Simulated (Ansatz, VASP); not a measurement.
**One calculation of AlN, two programs**

Contents of INCAR:

```
PREC = Accurate ; ENCUT = 520
EDIFF = 1E-7 ; ISMEAR = 0
SIGMA = 0.05 ; LREAL = False
LASPH = True ; NELM = 80
ALGO = Normal ; ISIF = 2
LWAVE = False ; LCHARG = True
GGA = CA ; LELF = True
LVHAR = True ; NBANDS = 16
```

KPOINTS

```
Automatic mesh
0
Gamma
  9 9 6
```

Contents of POSCAR:

```
AlN
1.0
    3.0887424016      0.0000000000      0.0000000000
   -1.5443712008      2.6749293856      0.0000000000
    0.0000000000      0.0000000000      4.9437688231
Al N
2 2
Direct
    0.3230575814      0.6795268192      0.0015212672
    0.6769424186      0.3204731808      0.5015212672
    0.3425027181      0.6551911379      0.3834787328
    0.6574972819      0.3448088621      0.8834787328
```

Input for Ansatz:

```yaml
crystal:
  lattice:
    - [3.0887424016, 0.0, 0.0]
    - [-1.5443712008, 2.6749293856, 0.0]
    - [0.0, 0.0, 4.9437688231]
  atoms:
    - { symbol: Al, position: [0.3230575814, 0.6795268192, 0.0015212672] }
    - { symbol: Al, position: [0.6769424186, 0.3204731808, 0.5015212672] }
    - { symbol: "N", position: [0.3425027181, 0.6551911379, 0.3834787328] }
    - { symbol: "N", position: [0.6574972819, 0.3448088621, 0.8834787328] }
basis:
  ecutwfc: 520.0
kpoints:
  mp_grid: { grid: [9, 9, 6] }
hamiltonian:
  xc: lda
scf:
  occupations: { method: gaussian, width: 0.05 }
output:
  forces: true
  stress: true
  eigenvalues: true
```

Change from the starting cell: mode 4 frozen in at -0.052 Å and mode 5 at +0.034 Å (largest displacements).

Alike in both runs: task single point; functional LDA; k mesh 9 × 9 × 6; occupations gaussian, width 0.05 eV; no spin polarisation.

|  | VASP | Ansatz |
| --- | --- | --- |
| version | VASP 6.6.1 | Ansatz 0.2.0 |
| potentials or method | VASP PAW LDA potentials, release 64 (Al, N), cutoff 520 eV | scalar-relativistic, plane waves, PAW |
| valence electrons in the cell | 16 | 16 |

Ansatz gave:

| Item | Value |
| --- | --- |
| gap on the k mesh at the Fermi level (eV) | 4.37 |
| least direct gap on the mesh (eV) | 4.37 |
| pressure (GPa) | -0.1 |
| traceless stress, the component that is largest in VASP (GPa) | 0.10 |
| rms of the force components (eV/Å) | 0.154 |

Q: Which values does VASP return?

A: gap on the k mesh at the Fermi level (eV): 4.38; least direct gap on the mesh (eV): 4.38; pressure (GPa): 0.5; traceless stress, the component that is largest in VASP (GPa): 0.07; rms of the force components (eV/Å): 0.154.

LDA's correlation is that of Perdew and Zunger in VASP and of Perdew and Wang (1992) in Ansatz. Atom by atom the forces differ by 0.001 eV/Å (rms over components).
